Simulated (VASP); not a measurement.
# Na2BrCl (R-3m) in VASP: further runs

Na2BrCl is run at these levels: LDA; tasks: single point, relaxation of cell and atoms.

Everything below comes from runs of VASP 6.6.1. Logs are shortened: lines on timing, memory, paths and dates and some standing lists are left out, and cuts for length are marked.

**1. The cell of the first run**

It takes space group R-3m (No. 166, trigonal). Conventional cell: a = 3.978 Å, b = 3.978 Å, c = 19.495 Å, α = 90.00°, β = 90.00°, γ = 120.00°. Na (site symmetry 3m) has 3 Cl at 2.76 Å and 3 Br at 2.86 Å within 3.6 Å. Br (site symmetry -3m) has 6 Na at 2.86 Å within 3.8 Å. Cl (site symmetry -3m) has 6 Na at 2.76 Å within 3.6 Å.

**2. Single point, LDA**

Input file INCAR:

```
SYSTEM = Na2BrCl
ALGO     = Normal         ! electronic algorithm
EDIFF    = 1E-6           ! SCF threshold, eV
ENCUT    = 520            ! plane-wave cutoff, eV
GGA      = CA             ! functional
ISIF     = 2              ! what is computed and relaxed
ISMEAR   = 0              ! smearing method
LASPH    = .True.         ! aspherical terms in the spheres
LCHARG   = .True.         ! write CHGCAR
LELF     = .True.         ! ELF
LREAL    = .False.        ! projectors in reciprocal space
LVHAR    = .True.       
LWAVE    = .False.        ! write WAVECAR
NBANDS   = 22             ! bands
NELM     = 100            ! most SCF steps
PREC     = Accurate       ! precision mode
SIGMA    = 0.05           ! smearing width, eV
```

Input file KPOINTS:

```
k-points
0
Gamma
  9 9 9
  0 0 0
```

Input file POSCAR:

```
Na2BrCl
1.0
    1.9888625555      1.1482703318      6.4983477511
   -1.9888625555      1.1482703318      6.4983477511
    0.0000000000     -2.2965406636      6.4983477511
Na Br Cl
2 1 1
Direct
    0.2545086910      0.2545086910      0.2545086910
    0.7454913090      0.7454913090      0.7454913090
    0.5000000000      0.5000000000      0.5000000000
    0.0000000000      0.0000000000      0.0000000000
```

Potentials or basis: VASP PAW LDA potentials, release 64 (Na_pv, Br, Cl).

On the command line:

```bash
cat potpaw_LDA.64/Na_pv/POTCAR potpaw_LDA.64/Br/POTCAR potpaw_LDA.64/Cl/POTCAR > POTCAR
mpirun -np 1 vasp_std > vasp.out
```

OUTCAR:

```text
SYSTEM = Na2BrCl
   EDIFF = 1E-6
   ENCUT = 520
   GGA = CA
   ISIF = 2
   ISMEAR = 0
   LASPH = .True.
   LREAL = .False.
   NELM = 100
   PREC = Accurate

 ion  position               nearest neighbor table
   1  0.255  0.255  0.255-
   2  0.745  0.745  0.745-
   3  0.500  0.500  0.500-
   4  0.000  0.000  0.000-

  LATTYP: Found a trigonal (rhomboedric) cell.
 ALAT       =     6.8922146306
 COS(alpha) =     0.8334586995

  Lattice vectors:

 A1 = (   1.9888625555,   1.1482703318,   6.4983477511)
 A2 = (  -1.9888625555,   1.1482703318,   6.4983477511)
 A3 = (   0.0000000000,  -2.2965406636,   6.4983477511)

Analysis of symmetry for initial positions (statically):
=====================================================================
 Subroutine PRICEL returns:
 Original cell was already a primitive cell.

 Routine SETGRP: Setting up the symmetry group for a
 trigonal (rhombohedral) supercell.

 Subroutine GETGRP returns: Found 12 space group operations
 (whereof 12 operations were pure point group operations)
 out of a pool of 12 trial point group operations.

The static configuration has the point symmetry D_3d.

Analysis of symmetry for dynamics (positions and initial velocities):
=====================================================================
 Subroutine PRICEL returns:
 Original cell was already a primitive cell.

 Routine SETGRP: Setting up the symmetry group for a
 trigonal (rhombohedral) supercell.

 Subroutine GETGRP returns: Found 12 space group operations
 (whereof 12 operations were pure point group operations)
 out of a pool of 12 trial point group operations.

The dynamic configuration has the point symmetry D_3d.

 Subroutine INISYM returns: Found 12 space group operations
 (whereof 12 operations are pure point group operations),
 and found     1 'primitive' translations

----------------------------------------------------------------------------------------

                                     Primitive cell

  volume of cell :      89.0437

  direct lattice vectors                    reciprocal lattice vectors
     1.988862555  1.148270332  6.498347751     0.251399977  0.145145844  0.051295090
    -1.988862555  1.148270332  6.498347751    -0.251399977  0.145145844  0.051295090
     0.000000000 -2.296540664  6.498347751     0.000000000 -0.290291688  0.051295090

  length of vectors
     6.892214631  6.892214631  6.892214631     0.294788824  0.294788824  0.294788824

  position of ions in fractional coordinates (direct lattice)
     0.254508691  0.254508691  0.254508691
     0.745491309  0.745491309  0.745491309
     0.500000000  0.500000000  0.500000000
     0.000000000  0.000000000  0.000000000

  ion indices of the primitive-cell ions
   primitive index   ion index
                 1           1
                 2           2
                 3           3
                 4           4

----------------------------------------------------------------------------------------

 KPOINTS: k-points

Automatic generation of k-mesh.
 Grid dimensions read from file:
 generate k-points for:    9    9    9

 Generating k-lattice:

  Cartesian coordinates                     Fractional coordinates (reciprocal lattice)
     0.027933331  0.016127316  0.005699454     0.111111111  0.000000000  0.000000000
    -0.027933331  0.016127316  0.005699454     0.000000000  0.111111111  0.000000000
     0.000000000 -0.032254632  0.005699454     0.000000000  0.000000000  0.111111111

  Length of vectors
     0.032754314  0.032754314  0.032754314

  Shift w.r.t. Gamma in fractional coordinates (k-lattice)
     0.000000000  0.000000000  0.000000000

 Subroutine IBZKPT returns following result:
 ===========================================

 Found     85 irreducible k-points:

 Following reciprocal coordinates:
            Coordinates               Weight
  0.000000  0.000000  0.000000      1.000000
  0.111111  0.000000 -0.000000      6.000000
  0.222222  0.000000 -0.000000      6.000000
  0.333333  0.000000 -0.000000      6.000000
  0.444444  0.000000 -0.000000      6.000000
  0.111111  0.111111 -0.000000      6.000000
[... 16 lines left out ...]
 -0.333333  0.333333  0.000000      6.000000
  0.444444  0.444444  0.000000      6.000000
 [... further k-points ...]
   k-points           NKPTS =     85   k-points in BZ     NKDIM =     85   number of bands    NBANDS=     22
   number of dos      NEDOS =    301   number of ions     NIONS =      4
   total plane-waves  NPLWV = 157464
   dimension x,y,z NGX =    54 NGY =   54 NGZ =   54
   dimension x,y,z NGXF=   108 NGYF=  108 NGZF=  108
   ions per type =               2   1   1
   NGX,Y,Z   is equivalent  to a cutoff of  13.03, 13.03, 13.03 a.u.
   NGXF,Y,Z  is equivalent  to a cutoff of  26.05, 26.05, 26.05 a.u.
 SYSTEM =  Na2BrCl
   PREC   = accura    normal or accurate (medium, high low for compatibility)
   ISTART =      0    job   : 0-new  1-cont  2-samecut
   ICHARG =      2    charge: 1-file 2-atom 10-const
   ISPIN  =      1    spin polarized calculation?
   LNONCOLLINEAR =      F non collinear calculations
   LSORBIT =      F    spin-orbit coupling
   LASPH  =      T    aspherical Exc in radial PAW
   ENCUT  =  520.0 eV  38.22 Ry    6.18 a.u.  12.81 12.81 12.81*2*pi/ulx,y,z
   NELM   =    100;   NELMIN=  2; NELMDL= -5     # of ELM steps
   EDIFF  = 0.1E-05   stopping-criterion for ELM
   LREAL  =      F    real-space projection
   EDIFFG = 0.1E-04   stopping-criterion for IOM
   NSW    =      0    number of steps for IOM
   IBRION =     -1    ionic relax: 0-MD 1-quasi-New 2-CG
   NFREE  =      0    steps in history (QN), initial steepest desc. (CG)
   ISIF   =      2    stress and relaxation
   ISYM   =      2    0-nonsym 1-usesym 2-fastsym
   POTIM  = 0.5000    time-step for ionic-motion
   TEBEG  =    0.0;   TEEND  =   0.0 temperature during run
   PSTRESS=    0.0 pullay stress
   NELECT =      28.0000    total number of electrons
   NUPDOWN=      -1.0000    fix difference up-down
   EMIN   =  10.00;   EMAX   =-10.00  energy-range for DOS
   EFERMI =   0.00;   METHOD = LEGACY
   ISMEAR =     0;   SIGMA  =   0.05  broadening in eV -4-tet -1-fermi 0-gaus
   EFERMI_NEDOS =   21; number of points for ismear=-14 and -15
   IALGO  =     38    algorithm
   IMIX   =      4    mixing-type and parameters
     AMIX     =   0.40;   BMIX     =  1.00
     AMIX_MAG =   1.60;   BMIX_MAG =  1.00
  volume/ion in A,a.u.               =      22.26       150.22
  Fermi-wavevector in a.u.,A,eV,Ry     =   1.113251  2.103740 16.862082  1.239328
  Thomas-Fermi vector in A             =   2.249834
   LORBIT       =      0    0 simple, 1 ext, 2 COOP (PROOUT), +10 PAW based schemes
   GGA     = CA    functional components
   LHFCALC =     F    Hartree Fock is set to
   AEXX    =    0.0000 exact exchange contribution
   IVDW    =     0    specifies the selected vdW correction
   LEPSILON=     F    determine dielectric tensor
   LRPA    =     F    only Hartree local field effects (RPA)
 non-spin polarized calculation
 Gauss-broadening in eV      SIGMA  =   0.05
  energy-cutoff  :      520.00
  volume of cell :       89.04
 maximum number of plane-waves:      2437
 NGX is ok and might be reduce to    54
   NGX = 25   NGY = 25   NGZ = 25

 number of electron      27.9999996 magnetization

 Free energy of the ion-electron system (eV)
  ---------------------------------------------------
  ext. energy  EPLUGINS =         0.00000000
  ---------------------------------------------------
  free energy    TOTEN  =       -14.11769316 eV

  energy without entropy =      -14.11769316  energy(sigma->0) =      -14.11769316

 E-fermi :   0.3608     XC(G=0):  -8.9806

 val. band max:        0.0424547864   @ k =   0.0000   0.0000   0.0000
 cond. band min:       4.2139307730   @ k =   0.0000   0.0000   0.0000
 fundamental gap:      4.1714759866
 Fermi energy:         0.3607992485

 k-point     1 :       0.0000    0.0000    0.0000
  band No.  band energies     occupation
      1     -21.3968      2.00000
      2     -21.3626      2.00000
      3     -21.3626      2.00000
      4     -21.3605      2.00000
      5     -21.3600      2.00000
      6     -21.3600      2.00000
[... 14 lines left out ...]
     21       9.9870      0.00000
     22      10.4182      0.00000

 k-point     2 :       0.1111    0.0000   -0.0000
  band No.  band energies     occupation
      1     -21.3947      2.00000
      2     -21.3652      2.00000
      3     -21.3632      2.00000
      4     -21.3632      2.00000
      5     -21.3607      2.00000
      6     -21.3605      2.00000
[... 14 lines left out ...]
     21      10.2167      0.00000
     22      10.2304      0.00000

 k-point     3 :       0.2222    0.0000   -0.0000
  band No.  band energies     occupation
      1     -21.3893      2.00000
      2     -21.3719      2.00000
      3     -21.3707      2.00000
      4     -21.3646      2.00000
      5     -21.3619      2.00000
      6     -21.3619      2.00000
[... 14 lines left out ...]
     21      10.5627      0.00000
     22      10.8104      0.00000

 k-point     4 :       0.3333    0.0000   -0.0000
  band No.  band energies     occupation
      1     -21.3848      2.00000
      2     -21.3783      2.00000
      3     -21.3778      2.00000
      4     -21.3663      2.00000
      5     -21.3641      2.00000
      6     -21.3635      2.00000
[... 14 lines left out ...]
     21      10.8895      0.00000
     22      11.3845      0.00000

 k-point     5 :       0.4444    0.0000   -0.0000
  band No.  band energies     occupation
      1     -21.3877      2.00000
      2     -21.3831      2.00000
      3     -21.3738      2.00000
      4     -21.3676      2.00000
      5     -21.3673      2.00000
      6     -21.3645      2.00000
[... 417 lines left out ...]
 k-point    22 :      -0.4444    0.3333    0.0000
  band No.  band energies     occupation
      1     -21.3897      2.00000
      2     -21.3817      2.00000
      3     -21.3762      2.00000
      4     -21.3686      2.00000
      5     -21.3675      2.00000
      6     -21.3645      2.00000
[... 14 lines left out ...]
     21      10.6367      0.00000
     22      11.7355      0.00000

 k-point    23 :      -0.3333    0.3333    0.0000
  band No.  band energies     occupation
      1     -21.3848      2.00000
      2     -21.3822      2.00000
      3     -21.3782      2.00000
      4     -21.3724      2.00000
      5     -21.3675      2.00000
      6     -21.3656      2.00000
[... 14 lines left out ...]
     21      10.9175      0.00000
     22      11.3580      0.00000

 k-point    24 :       0.4444    0.4444    0.0000
  band No.  band energies     occupation
      1     -21.3950      2.00000
      2     -21.3843      2.00000
      3     -21.3702      2.00000
      4     -21.3697      2.00000
      5     -21.3628      2.00000
      6     -21.3621      2.00000
[... 14 lines left out ...]
     21      11.1422      0.00000
     22      13.5219      0.00000

 [... further k-points ...]

------------------------ aborting loop because EDIFF is reached ----------------------------------------

  FORCE on cell =-STRESS in cart. coord.  units (eV):
  Direction    XX          YY          ZZ          XY          YZ          ZX
  --------------------------------------------------------------------------------------
  -------------------------------------------------------------------------------------
  Total        0.0132286      0.0132286      0.0118672      0.0000000     -0.0000000      0.0000000
  in kB        0.2380240      0.2380240      0.2135287      0.0000000     -0.0000000      0.0000000
  external PRESSURE =       0.2298589 kB  Pullay stress =       0.0000000 kB

 VOLUME and BASIS-vectors are now :
 -----------------------------------------------------------------------------
  energy-cutoff  :      520.00
  volume of cell :       89.04
      direct lattice vectors                 reciprocal lattice vectors
     1.988862555  1.148270332  6.498347751     0.251399977  0.145145844  0.051295090
    -1.988862555  1.148270332  6.498347751    -0.251399977  0.145145844  0.051295090
     0.000000000 -2.296540664  6.498347751     0.000000000 -0.290291688  0.051295090

 POSITION                                       TOTAL-FORCE (eV/Angst)
 -----------------------------------------------------------------------------------
      0.00000      0.00000      4.96166         0.000000      0.000000      0.001018
      0.00000      0.00000     14.53339         0.000000     -0.000000     -0.001018
      0.00000      0.00000      9.74752         0.000000      0.000000     -0.000000
      0.00000      0.00000      0.00000        -0.000000     -0.000000      0.000000
 -----------------------------------------------------------------------------------
    total drift:                               -0.000000      0.000000     -0.000000

  FREE ENERGIE OF THE ION-ELECTRON SYSTEM (eV)
  ---------------------------------------------------
  free  energy   TOTEN  =       -14.1176931631 eV

  energy  without entropy=      -14.1176931631  energy(sigma->0) =      -14.11769316
```

Run time: 5.7 min. Hardware: 1 thread of AMD EPYC 7R43 (Zen 3), shared host; peak memory 0.34 GiB.

What came out:

```yaml
Free_energy: -14.1177 eV
Pressure: 0.0 GPa
Band_gap_on_the_k_mesh: 4.17 eV, direct
```

**3. Single point, LDA**

Input file INCAR:

```
PREC = Accurate ; ENCUT = 520
EDIFF = 1E-6 ; ISMEAR = 0
SIGMA = 0.02 ; LREAL = False
LASPH = True ; NELM = 100
ALGO = Normal ; ISIF = 2
LWAVE = False ; LCHARG = False
GGA = CA ; NBANDS = 22
```

Input file KPOINTS:

```
regular mesh
0
Gamma
  9 9 9
```

POSCAR is that of step 2.

Potentials or basis: VASP PAW LDA potentials, release 64 (Na_pv, Br, Cl).

On the command line:

```bash
cat potpaw_LDA.64/Na_pv/POTCAR potpaw_LDA.64/Br/POTCAR potpaw_LDA.64/Cl/POTCAR > POTCAR
mpirun -np 1 vasp_std > vasp.out
```

It took 5.6 min on 1 thread of AMD EPYC 7R43 (Zen 3), shared host; peak memory 0.36 GiB.

It converged, with:

| Item | Value |
| --- | --- |
| Free energy | -14.1177 eV |
| Pressure | 0.0 GPa |
| Band gap on the k mesh | 4.17 eV, direct |

Levels at points of the mesh, in eV from the valence-band top:
```csv
k point,band 12,band 13,band 14,band 15,band 16,band 17
"(0.00, 0.00, 0.00)",-0.37,0.00,0.00,4.17,6.15,9.78
```

**4. Relaxation of cell and atoms, LDA**

This run uses another cell than the first one, of 23.90 Å³/atom, 1.074 times its volume.

Input file INCAR:

```
PREC = Accurate
ENCUT = 600
EDIFF = 1E-6
ISMEAR = 0
SIGMA = 0.02
LREAL = F
LASPH = T
NELM = 100
ALGO = Normal
ISIF = 3
LWAVE = F
LCHARG = F
IBRION = 2
NSW = 100
EDIFFG = -0.005
```

KPOINTS is that of step 3.

Input file POSCAR:

```
Na2BrCl
1.0
    2.0360244553      1.1754992673      6.6581171636
   -2.0360244553      1.1754992673      6.6581171636
    0.0000000000     -2.3509985347      6.6581171636
Na Br Cl
2 1 1
Direct
    0.2541929500      0.2541929500      0.2541929500
    0.7458070500      0.7458070500      0.7458070500
    0.5000000000      0.5000000000      0.5000000000
    0.0000000000      0.0000000000      0.0000000000
```

On the command line:

```bash
cat potpaw_LDA.64/Na_pv/POTCAR potpaw_LDA.64/Br/POTCAR potpaw_LDA.64/Cl/POTCAR > POTCAR
mpirun -np 1 vasp_std > vasp.out
```

Run time: 24 min. Hardware: 1 thread of AMD EPYC 7R43 (Zen 3), shared host; peak memory 0.44 GiB.

It converged, with:

- Free energy: -14.1184 eV
- Relaxed volume: 22.32 Å³/atom
- Relaxed cell: a = 6.899 Å, b = 6.899 Å, c = 6.899 Å, α = 33.53°, β = 33.53°, γ = 33.53°
- Space group after relaxing (to 0.05 Å): R-3m (No. 166)
- Energy gained by relaxing: 9.3 meV/atom
- Ionic steps: 7
- Pressure after relaxing: 0.0 GPa
- Band gap on the k mesh: 4.16 eV, direct

Forces in eV/Å, atoms in the order of the input:
```
Na   0.000  0.000  0.002
Na   0.000  0.000 -0.002
Br   0.000  0.000  0.000
Cl   0.000  0.000  0.000
```

Step by step:
| step | energy change (eV) | largest force (eV/Å) | pressure (GPa) | volume (Å³) |
| --- | --- | --- | --- | --- |
| 1 | 0.0000 | 0.0073 | -1.72 | 95.61 |
| 2 | -0.0288 | 0.0154 | -0.87 | 92.10 |
| 3 | -0.0370 | 0.0221 | -0.09 | 89.47 |
| 4 | -0.0371 | 0.0228 | 0.03 | 89.16 |
| 5 | -0.0371 | 0.0229 | -0.04 | 89.28 |
| 6 | -0.0372 | 0.0170 | -0.06 | 89.28 |
| 7 | -0.0372 | 0.0022 | -0.03 | 89.26 |

Final structure:
```
Na Br Cl
1.0
     1.99027    1.14908    6.50499
    -1.99027    1.14908    6.50499
     0.00000   -2.29817    6.50499
Na Br Cl
2 1 1
Direct
  0.25449 0.25449 0.25449
  0.74551 0.74551 0.74551
  0.50000 0.50000 0.50000
  0.00000 0.00000 0.00000
```

Levels at points of the mesh, in eV from the valence-band top:
| k point | band 10 | band 11 | band 12 | band 13 | band 14 | band 15 | band 16 | band 17 | band 18 |
| --- | --- | --- | --- | --- | --- | --- | --- | --- | --- |
| (0.00, 0.00, 0.00) | -1.05 | -1.05 | -0.37 | 0.00 | 0.00 | 4.16 | 6.15 | 9.78 | 9.78 |

A k mesh can miss the band edges.

**5. Summary**

| task | cell | cutoff (eV) | smearing | gap on the mesh (eV) | pressure (GPa) |
| --- | --- | --- | --- | --- | --- |
| single point | a = 6.892 Å, angles 33.5°, 4 atoms | 520 | gaussian 0.05 eV | 4.17 | 0.0 |
| single point | a = 6.892 Å, angles 33.5°, 4 atoms | 520 | gaussian 0.02 eV | 4.17 | 0.0 |
| relaxation of cell and atoms | relaxed from a = 7.061 Å, angles 33.5°, 4 atoms | 600 | gaussian 0.02 eV | 4.16 | 0.0 |

Alike in all rows: level LDA; potentials or basis VASP PAW LDA potentials, release 64 (Na_pv, Br, Cl); no spin polarisation; k mesh 9 × 9 × 9.

Total energies depend on the potentials used, so only differences within one code and one set of settings carry meaning.
